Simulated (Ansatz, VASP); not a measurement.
Al12H in VASP and in Ansatz

Contents of INCAR:

```
SYSTEM = Al12H
PREC = Accurate
ENCUT = 520
EDIFF = 1E-7
ISMEAR = 0
SIGMA = 0.1
LREAL = .False.
LASPH = .True.
NELM = 60
ALGO = Normal
ISIF = 2
LWAVE = .False.
LCHARG = .False.
LDIPOL = .True.
IDIPOL = 3
DIPOL = 0.5 0.5 0.299
GGA = PS
NBANDS = 30
```

File KPOINTS:

```
Automatic mesh
0
Gamma
  5 5 1
  0 0 0
```

Contents of POSCAR:

```
Al12H
1.0
    5.6788540124      0.0000000000      0.0000000000
    0.0000000000      5.6788540124      0.0000000000
    0.0000000000      0.0000000000     21.1413451746
Al H
12 1
Direct
    0.2500000000      0.2500000000      0.1892027195
    0.2500000000      0.7500000000      0.1892027195
    0.7500000000      0.2500000000      0.1892027195
    0.7500000000      0.7500000000      0.1892027195
    0.0000000000      0.0000000000      0.2870821533
    0.0000000000      0.5000000000      0.2870821533
    0.5000000000      0.0000000000      0.2870821533
    0.5000000000      0.5000000000      0.2870821533
    0.2500000000      0.2500000000      0.3850911618
    0.2500000000      0.7500000000      0.3850911618
    0.7500000000      0.2500000000      0.3850911618
    0.7500000000      0.7500000000      0.3850911618
    0.3333333333      0.3333333333      0.4409059640
```

Input for Ansatz:

```yaml
crystal:
  lattice:
    - [5.6788540124, 0.0, 0.0]
    - [0.0, 5.6788540124, 0.0]
    - [0.0, 0.0, 21.1413451746]
  atoms:
    - { symbol: Al, position: [0.25, 0.25, 0.1892027195] }
    - { symbol: Al, position: [0.25, 0.75, 0.1892027195] }
    - { symbol: Al, position: [0.75, 0.25, 0.1892027195] }
    - { symbol: Al, position: [0.75, 0.75, 0.1892027195] }
    - { symbol: Al, position: [0.0, 0.0, 0.2870821533] }
    - { symbol: Al, position: [0.0, 0.5, 0.2870821533] }
    - { symbol: Al, position: [0.5, 0.0, 0.2870821533] }
    - { symbol: Al, position: [0.5, 0.5, 0.2870821533] }
    - { symbol: Al, position: [0.25, 0.25, 0.3850911618] }
    - { symbol: Al, position: [0.25, 0.75, 0.3850911618] }
    - { symbol: Al, position: [0.75, 0.25, 0.3850911618] }
    - { symbol: Al, position: [0.75, 0.75, 0.3850911618] }
    - { symbol: H, position: [0.3333333333, 0.3333333333, 0.440905964] }
basis:
  ecutwfc: 420
kpoints:
  mp_grid: { grid: [5, 5, 1] }
hamiltonian:
  xc: pbesol
scf:
  occupations: { method: gaussian, width: 0.1 }
output:
  forces: true
  eigenvalues: true
efield:
  axis: 3
  dipole_correction: true
  ramp_width: 0.04
```

Alike in both runs: task single point; functional PBEsol; k mesh 5 × 5 × 1; occupations gaussian, width 0.1 eV; no spin polarisation.

|  | VASP | Ansatz |
| --- | --- | --- |
| version | VASP 6.6.1 | Ansatz 0.2.0 |
| potentials or method | VASP PAW PBE potentials, release 64 (Al, H), cutoff 520 eV | scalar-relativistic, plane waves, PAW |
| valence electrons in the cell | 37 | 37 |

|  | VASP | Ansatz | Ansatz less VASP |
| --- | --- | --- | --- |
| gap on the k mesh at the Fermi level (eV) | none | none | - |
| rms of the force components (eV/Å) | 1.225 | 1.218 | -0.0063 |

VASP's potentials were made for PBE, not for PBEsol. Atom by atom the forces differ by 0.006 eV/Å (rms over components). A gap of «none» marks a metal or a gap that the smearing closes. With one functional, cell and mesh, what is left measures potentials, basis and numerics.
